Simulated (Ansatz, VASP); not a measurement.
Ni2Ge in VASP and in Ansatz

Contents of INCAR:

```
PREC = Accurate ; ENCUT = 520
EDIFF = 1E-6 ; ISMEAR = 0
SIGMA = 0.1 ; LREAL = F
LASPH = T ; NELM = 100
ALGO = Fast ; ISIF = 2
LWAVE = F ; LCHARG = F
GGA = PS ; NBANDS = 43
```

The input KPOINTS:

```
Automatic mesh
0
Gamma
  12 12 8
```

POSCAR

```
Ni2Ge
1.0
    3.9719628403      0.0000000000      0.0000000000
   -1.9859814201      3.4398207225      0.0000000000
    0.0000000000      0.0000000000      5.0140594296
Ni Ge
4 2
Direct
    0.6666666667      0.3333333333      0.2500000000
    0.3333333333      0.6666666667      0.7500000000
    0.0000000000      0.0000000000      0.0000000000
    0.0000000000      0.0000000000      0.5000000000
    0.6666666667      0.3333333333      0.7500000000
    0.3333333333      0.6666666667      0.2500000000
```

Input for Ansatz:

```yaml
crystal:
  lattice:
    - [3.9719628402, 0.0, 0.0]
    - [-1.9859814201, 3.4398207225, 0.0]
    - [0.0, 0.0, 5.0140594291]
  atoms:
    - { symbol: Ni, position: [0.6666666667, 0.3333333333, 0.25] }
    - { symbol: Ni, position: [0.3333333333, 0.6666666667, 0.75] }
    - { symbol: Ni, position: [0.0, 0.0, 0.0] }
    - { symbol: Ni, position: [0.0, 0.0, 0.5] }
    - { symbol: Ge, position: [0.6666666667, 0.3333333333, 0.75] }
    - { symbol: Ge, position: [0.3333333333, 0.6666666667, 0.25] }
basis:
  ecutwfc: 420
kpoints:
  mp_grid: { grid: [12, 12, 8] }
hamiltonian:
  xc: pbesol
scf:
  occupations: { method: gaussian, width: 0.1 }
output:
  forces: true
  stress: true
  eigenvalues: true
```

Alike in both runs: task single point; functional PBEsol; k mesh 12 × 12 × 8; occupations gaussian, width 0.1 eV; no spin polarisation.

|  | VASP | Ansatz |
| --- | --- | --- |
| version | VASP 6.6.1 | Ansatz 0.2.0 |
| potentials or method | VASP PAW PBE potentials, release 64 (Ni, Ge_d), cutoff 520 eV | scalar-relativistic, plane waves, PAW |
| valence electrons in the cell | 68 | 100 |

```csv
,VASP,Ansatz,Ansatz less VASP
gap on the k mesh at the Fermi level (eV),none,none,-
pressure (GPa),0.0,0.0,-0.02
"traceless stress, the component that is largest in VASP (GPa)",-0.06,0.01,+0.074
```

VASP's potentials were made for PBE, not for PBEsol. A gap of «none» marks a metal or a gap that the smearing closes. The functional is the same, so the differences come from potentials, cutoffs and numerics. VASP's potentials hold 68 valence electrons a cell and Ansatz's 100, so a difference there can come from the potentials and not from the codes.
